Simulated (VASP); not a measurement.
# TiH (Fm-3m) in VASP: further runs, part 2 of 2

VASP 6.6.1.

## (4) Single point, PBEsol (equal strain along all axes, cell held: +1.5 %)

Input file INCAR:

```
SYSTEM = TiH
PREC     = Accurate       ! precision mode
ENCUT    = 520            ! plane-wave cutoff, eV
EDIFF    = 1E-7           ! SCF threshold, eV
ISMEAR   = 0              ! smearing method
SIGMA    = 0.1            ! smearing width, eV
LREAL    = .False.        ! projectors in reciprocal space
LASPH    = .True.         ! aspherical terms in the spheres
NELM     = 60             ! most SCF steps
ALGO     = Normal         ! electronic algorithm
ISIF     = 2              ! what is computed and relaxed
LWAVE    = .False.        ! write WAVECAR
LCHARG   = .False.        ! write CHGCAR
GGA      = PS             ! functional
NBANDS   = 21             ! bands
```

Input file KPOINTS:

```
regular mesh
0
Gamma
  14 14 10
  0 0 0
```

Input file POSCAR:

```
TiH
1.0
    2.1029229775      2.1029229775      0.0000000000
   -2.1029229775      2.1029229775      0.0000000000
    0.0000000000      0.0000000000      4.2058459551
Ti H
2 2
Direct
    0.0000000000      0.0000000000      0.0000000000
    0.5000000000      0.5000000000      0.5000000000
    0.5000000000      0.5000000000      0.0000000000
    0.0000000000      0.0000000000      0.5000000000
```

Potentials or basis: VASP PAW PBE potentials, release 64 (Ti_sv, H).

Launch:

```console
> cat potpaw_PBE.64/Ti_sv/POTCAR potpaw_PBE.64/H/POTCAR > POTCAR
> mpirun -np 1 vasp_std > vasp.out
```

OUTCAR:

```text
SYSTEM = TiH
   PREC = Accurate
   ENCUT = 520
   EDIFF = 1E-7
   ISMEAR = 0
   LREAL = .False.
   LASPH = .True.
   NELM = 60
   ISIF = 2
   GGA = PS

 ion  position               nearest neighbor table
   1  0.000  0.000  0.000-
   2  0.500  0.500  0.500-
   3  0.500  0.500  0.000-
   4  0.000  0.000  0.500-

  LATTYP: Found a simple tetragonal cell.
 ALAT       =     2.9739821954
 C/A-ratio  =     1.4142135624

  Lattice vectors:
[... 212 lines left out ...]
      4     -24.3084      2.00000
      5     -24.3084      2.00000
      6     -24.1066      2.00000
[... 565 lines left out ...]
     20      13.4397      0.00000
     21      15.4349      0.00000

 [... further k-points ...]
[... 5 lines left out ...]
  --------------------------------------------------------------------------------------
  -------------------------------------------------------------------------------------
  Total       -1.4576620     -1.4576620     -1.4681286      0.0000000     -0.0000000      0.0000000
  in kB      -62.7823165    -62.7823165    -63.2331164      0.0000000     -0.0000000      0.0000000
  external PRESSURE =     -62.9325831 kB  Pullay stress =       0.0000000 kB

 VOLUME and BASIS-vectors are now :
 -----------------------------------------------------------------------------
  energy-cutoff  :      520.00
  volume of cell :       37.20
      direct lattice vectors                 reciprocal lattice vectors
     2.102922978  2.102922978  0.000000000     0.237764295  0.237764295  0.000000000
    -2.102922978  2.102922978  0.000000000    -0.237764295  0.237764295  0.000000000
     0.000000000  0.000000000  4.205845955     0.000000000  0.000000000  0.237764295

 POSITION                                       TOTAL-FORCE (eV/Angst)
 -----------------------------------------------------------------------------------
      0.00000      0.00000      0.00000         0.000000     -0.000000     -0.000000
      0.00000      2.10292      2.10292         0.000000      0.000000      0.000000
      0.00000      2.10292      0.00000        -0.000000     -0.000000     -0.000000
      0.00000      0.00000      2.10292        -0.000000     -0.000000     -0.000000
 -----------------------------------------------------------------------------------
    total drift:                               -0.000000      0.000000     -0.000000

  FREE ENERGIE OF THE ION-ELECTRON SYSTEM (eV)
  ---------------------------------------------------
  free  energy   TOTEN  =       -24.8269776347 eV

  energy  without entropy=      -24.8078340392  energy(sigma->0) =      -24.81740584
```

stdout:

```text
POSCAR found type information on POSCAR TiH
 POSCAR found :  2 types and       4 ions
 scaLAPACK will be used
 -----------------------------------------------------------------------------
|                                                                             |
|                                                                             |
|     You enforced a specific xc type in the INCAR file but a different       |
|     I HOPE YOU KNOW WHAT YOU ARE DOING!                                     |
|                                                                             |
 -----------------------------------------------------------------------------

 LDA part: xc-table for (Slater+PW92), standard interpolation
 POSCAR, INCAR and KPOINTS ok, starting setup
 FFT: planning ... GRIDC
 FFT: planning ... GRID_SOFT
 FFT: planning ... GRID
 WAVECAR not read
 entering main loop
```

Wall time 67 s (1 thread of Intel Xeon Platinum 8488C (Sapphire Rapids), shared host); peak memory 0.26 GiB.

What came out:

| Quantity | Value |
| --- | --- |
| Free energy | -24.8270 eV |
| Pressure | -6.3 GPa |
| Band gap on the k mesh | zero (bands 13 and 14 overlap by 2.40 eV) |

Levels at points of the mesh, in eV from the Fermi level:
| k point | band 11 | band 12 | band 13 | band 14 | band 15 | band 16 |
| --- | --- | --- | --- | --- | --- | --- |
| (0.00, 0.00, 0.00) | -1.80 | 0.68 | 0.68 | 0.68 | 1.54 | 2.12 |
| (0.50, 0.00, 0.00) | -1.17 | -1.17 | -0.66 | -0.66 | 1.09 | 1.09 |
| (0.50, 0.50, 0.00) | -1.80 | -1.80 | 1.54 | 1.54 | 3.15 | 3.15 |
| (0.00, 0.00, 0.50) | -0.71 | -0.71 | 0.39 | 0.39 | 1.71 | 1.71 |
| (0.50, 0.00, 0.50) | -3.08 | -3.08 | 0.28 | 0.28 | 0.28 | 0.28 |
| (0.50, 0.50, 0.50) | -0.76 | -0.76 | -0.76 | -0.76 | 1.45 | 1.45 |

Caveat: the cell differs from its parent crystal (equal strain along all axes, cell held: +1.5 %); the cell stands under tension; the PAW data sets were made with another functional, which shifts forces and pressure a little.

## (5) Single point, PBEsol (equal strain along all axes, cell held: +3.0 %)

Input file INCAR:

```
PREC = Accurate ; ENCUT = 520
EDIFF = 1E-6 ; ISMEAR = 0
SIGMA = 0.1 ; LREAL = F
LASPH = T ; NELM = 80
ALGO = Normal ; ISIF = 2
LWAVE = F ; LCHARG = T
GGA = PS ; LELF = T
LVHAR = T ; NBANDS = 21
```

Input file KPOINTS:

```
regular mesh
0
Gamma
  14 14 10
```

Input file POSCAR:

```
TiH
1.0
    2.1340006570      2.1340006570      0.0000000000
   -2.1340006570      2.1340006570      0.0000000000
    0.0000000000      0.0000000000      4.2680013140
Ti H
2 2
Direct
    0.0000000000      0.0000000000      0.0000000000
    0.5000000000      0.5000000000      0.5000000000
    0.5000000000      0.5000000000      0.0000000000
    0.0000000000      0.0000000000      0.5000000000
```

Potentials or basis: VASP PAW PBE potentials, release 64 (Ti_sv, H).

Launch:

```console
> cat potpaw_PBE.64/Ti_sv/POTCAR potpaw_PBE.64/H/POTCAR > POTCAR
> mpirun -np 1 vasp_std > vasp.out
```

OUTCAR:

```text
PREC = Accurate
   ENCUT = 520
   EDIFF = 1E-6
   ISMEAR = 0
   LREAL = F
   LASPH = T
   NELM = 80
   ISIF = 2
   GGA = PS

 ion  position               nearest neighbor table
   1  0.000  0.000  0.000-
   2  0.500  0.500  0.500-
   3  0.500  0.500  0.000-
   4  0.000  0.000  0.500-

  LATTYP: Found a simple tetragonal cell.
 ALAT       =     3.0179326712
 C/A-ratio  =     1.4142135624

[... 213 lines left out ...]
      4     -24.8567      2.00000
      5     -24.8567      2.00000
      6     -24.6824      2.00000
[... 565 lines left out ...]
     20      12.7081      0.00000
     21      14.6263      0.00000

 [... further k-points ...]
[... 5 lines left out ...]
  --------------------------------------------------------------------------------------
  -------------------------------------------------------------------------------------
  Total       -2.7315768     -2.7315768     -2.7765934      0.0000000     -0.0000000     -0.0000000
  in kB     -112.5849547   -112.5849547   -114.4403652      0.0000000     -0.0000000     -0.0000000
  external PRESSURE =    -113.2034249 kB  Pullay stress =       0.0000000 kB

 VOLUME and BASIS-vectors are now :
 -----------------------------------------------------------------------------
  energy-cutoff  :      520.00
  volume of cell :       38.87
      direct lattice vectors                 reciprocal lattice vectors
     2.134000657  2.134000657  0.000000000     0.234301709  0.234301709  0.000000000
    -2.134000657  2.134000657  0.000000000    -0.234301709  0.234301709  0.000000000
     0.000000000  0.000000000  4.268001314     0.000000000  0.000000000  0.234301709

 POSITION                                       TOTAL-FORCE (eV/Angst)
 -----------------------------------------------------------------------------------
      0.00000      0.00000      0.00000        -0.000000      0.000000     -0.000000
      0.00000      2.13400      2.13400         0.000000     -0.000000      0.000000
      0.00000      2.13400      0.00000         0.000000     -0.000000     -0.000000
      0.00000      0.00000      2.13400         0.000000     -0.000000     -0.000000
 -----------------------------------------------------------------------------------
    total drift:                               -0.000000      0.000000     -0.000000

  FREE ENERGIE OF THE ION-ELECTRON SYSTEM (eV)
  ---------------------------------------------------
  free  energy   TOTEN  =       -24.7352752714 eV

  energy  without entropy=      -24.7152280752  energy(sigma->0) =      -24.72525167
```

OSZICAR:

```text
N       E                     dE             d eps       ncg     rms          rms(c)
DAV:   1     0.268808520469E+03    0.26881E+03   -0.13235E+04  9096   0.148E+03
DAV:   2    -0.251761261005E+01   -0.27133E+03   -0.26548E+03  9252   0.428E+02
DAV:   3    -0.270991508835E+02   -0.24582E+02   -0.24120E+02 16489   0.115E+02
DAV:   4    -0.281658577927E+02   -0.10667E+01   -0.10602E+01 11148   0.215E+01
DAV:   5    -0.282121819286E+02   -0.46324E-01   -0.46318E-01 13570   0.357E+00    0.148E+01
DAV:   6    -0.247572562958E+02    0.34549E+01   -0.11774E+01 11288   0.335E+01    0.286E+00
DAV:   7    -0.247310703050E+02    0.26186E-01   -0.64629E-01 12453   0.485E+00    0.169E+00
DAV:   8    -0.247332984921E+02   -0.22282E-02   -0.95570E-02 11315   0.274E+00    0.488E-01
DAV:   9    -0.247354335115E+02   -0.21350E-02   -0.72649E-03 12298   0.682E-01    0.103E-01
DAV:  10    -0.247352802721E+02    0.15324E-03   -0.72604E-04 10986   0.186E-01    0.425E-02
DAV:  11    -0.247352837008E+02   -0.34287E-05   -0.36806E-05 12195   0.440E-02    0.268E-02
DAV:  12    -0.247352752858E+02    0.84150E-05   -0.18816E-05  9836   0.421E-02    0.728E-03
DAV:  13    -0.247352752714E+02    0.14425E-07   -0.13773E-06  7871   0.116E-02
   1 F= -.24735275E+02 E0= -.24725252E+02  d E =-.200472E-01
```

stdout:

```text
POSCAR found type information on POSCAR TiH
 POSCAR found :  2 types and       4 ions
 scaLAPACK will be used
 -----------------------------------------------------------------------------
|                                                                             |
|                                                                             |
|     You enforced a specific xc type in the INCAR file but a different       |
|     I HOPE YOU KNOW WHAT YOU ARE DOING!                                     |
|                                                                             |
 -----------------------------------------------------------------------------

 LDA part: xc-table for (Slater+PW92), standard interpolation
 POSCAR, INCAR and KPOINTS ok, starting setup
 FFT: planning ... GRIDC
 FFT: planning ... GRID_SOFT
 FFT: planning ... GRID
 WAVECAR not read
 entering main loop
```

Run time: 60 s. Hardware: 1 thread of Intel Xeon Platinum 8488C (Sapphire Rapids), shared host; peak memory 0.27 GiB.

Results:

```yaml
Free_energy: -24.7353 eV
Pressure: -11.3 GPa
Band_gap_on_the_k_mesh: zero (bands 13 and 14 overlap by 2.23 eV)
```

Levels at points of the mesh, in eV from the Fermi level:
| k point | band 9 | band 10 | band 11 | band 12 | band 13 | band 14 | band 15 | band 16 | band 17 | band 18 |
| --- | --- | --- | --- | --- | --- | --- | --- | --- | --- | --- |
| (0.00, 0.00, 0.00) | -9.18 | -6.44 | -1.68 | 0.66 | 0.66 | 0.66 | 1.40 | 2.01 | 2.02 | 2.98 |
| (0.50, 0.00, 0.00) | -5.96 | -5.96 | -1.11 | -1.11 | -0.63 | -0.63 | 1.05 | 1.05 | 2.05 | 2.05 |
| (0.50, 0.50, 0.00) | -6.44 | -6.44 | -1.68 | -1.68 | 1.40 | 1.40 | 2.98 | 2.98 | 3.37 | 3.37 |
| (0.00, 0.00, 0.50) | -7.43 | -7.43 | -0.64 | -0.64 | 0.38 | 0.38 | 1.63 | 1.63 | 1.63 | 1.63 |
| (0.50, 0.00, 0.50) | -4.93 | -4.93 | -2.97 | -2.97 | 0.29 | 0.29 | 0.29 | 0.29 | 3.05 | 3.05 |
| (0.50, 0.50, 0.50) | -5.73 | -5.73 | -0.73 | -0.73 | -0.73 | -0.73 | 1.39 | 1.39 | 3.37 | 3.37 |

Caveat: the cell differs from its parent crystal (equal strain along all axes, cell held: +3.0 %); the cell stands under tension; the PAW data sets were made with another functional, which shifts forces and pressure a little.

## (6) Summary

| cell | gap on the mesh (eV) | pressure (GPa) |
| --- | --- | --- |
| a = 2.798, b = 2.798, c = 3.957 Å, 4 atoms | none | 26.6 |
| a = 2.886, b = 2.886, c = 4.082 Å, 4 atoms | none | 7.2 |
| a = 2.974, b = 2.974, c = 4.206 Å, 4 atoms | none | -6.3 |
| a = 3.018, b = 3.018, c = 4.268 Å, 4 atoms | none | -11.3 |

Alike in all rows: task single point; level PBEsol; potentials or basis VASP PAW PBE potentials, release 64 (Ti_sv, H); no spin polarisation; k mesh 14 × 14 × 10; cutoff (eV) 520; smearing gaussian 0.1 eV.

Caveats: the PAW data sets were made with another functional, which shifts forces and pressure a little; the cell stands under pressure (at least some runs); the cell stands under tension (at least some runs).

Absolute energies hang on the potentials; compare differences alone.
